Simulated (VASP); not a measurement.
Sn, 1 atom in the cell. The typed cell holds 1 atom: a = 3.263 Å, b = 3.257 Å, c = 3.325 Å, α = 116.78°, β = 116.58°, γ = 94.19°. 

```yaml
Program: VASP 6.6.1
Task: single point
Functional: revPBE
Dispersion: D4
Potentials_or_basis: VASP PAW PBE potentials, release 64 (Sn_d)
Cutoff: 520 eV
k_mesh: 10 × 9 × 10
Occupations: fermi-dirac, width 0.05 eV
Spin: no spin polarisation
Dipole_correction: no
Further_INCAR_settings: ALGO = Fast; EDIFF = 1e-06; NBANDS = 13
```

Potentials or basis: VASP PAW PBE potentials, release 64 (Sn_d).

Launch:

```sh
$ cat potpaw_PBE.64/Sn_d/POTCAR > POTCAR
$ mpirun -np 1 vasp_std > vasp.out
```

Hardware: 1 thread of Intel(R) Xeon(R) 6975P-C (Granite Rapids), with other jobs on the host.

Estimate the wall time of this run.

It took 45 s on 1 thread of Intel(R) Xeon(R) 6975P-C (Granite Rapids) (shared host), peak memory 0.25 GiB. Counts: scf iterations 12, k points 452.
